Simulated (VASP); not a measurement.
Runs of VASP 6.6.1 on GaAs (mix). The structure is that of space group F-43m (No. 216), or close to it. The cells are those of the table. 

| task | cell | k mesh | smearing | gap on the mesh (eV) | pressure (GPa) |
| --- | --- | --- | --- | --- | --- |
| single point | a = 4.063 Å, angles 60.0°, 2 atoms | 10 × 10 × 10 | gaussian 0.01 eV | 0.16 | 0.1 |
| single point | a = 3.980 Å, angles 60.0°, 2 atoms | 12 × 12 × 12 | gaussian 0.02 eV | 0.62 | (a) |
| single point | a = 4.063 Å, angles 60.0°, 2 atoms | 12 × 12 × 12 | gaussian 0.02 eV | 0.16 | 0.1 |
| relaxation of cell and atoms | relaxed from a = 3.998 Å, angles 60.0°, 2 atoms | 12 × 12 × 12 | gaussian 0.02 eV | 0.15 | 0.0 |
| single point | a = 4.022 Å, angles 60.0°, 2 atoms | 12 × 12 × 12 | gaussian 0.02 eV | 0.39 | (c) |
| single point | a = 4.142 Å, angles 60.0°, 2 atoms | 12 × 12 × 12 | gaussian 0.02 eV | none | -2.9 |
| single point | a = 3.937 Å, angles 60.0°, 2 atoms | 12 × 12 × 12 | gaussian 0.02 eV | 0.87 | (b) |
| single point | a = 4.181 Å, angles 60.0°, 2 atoms | 12 × 12 × 12 | gaussian 0.02 eV | none | -4.1 |
| single point | a = 4.103 Å, angles 60.0°, 2 atoms | 12 × 12 × 12 | gaussian 0.02 eV | none | -1.5 |

Alike in all rows: level PBE; potentials or basis VASP PAW PBE potentials, release 64 (Ga_d, As); no spin polarisation; cutoff (eV) 500.

Q: Fill in the values left out.

A: (a) 4.5; (b) 7.4; (c) 2.2.

A k mesh can miss the band edges, and the runs leave out spin-orbit coupling on As, Ga.

A gap of «none» marks levels without a gap at the run's occupations.
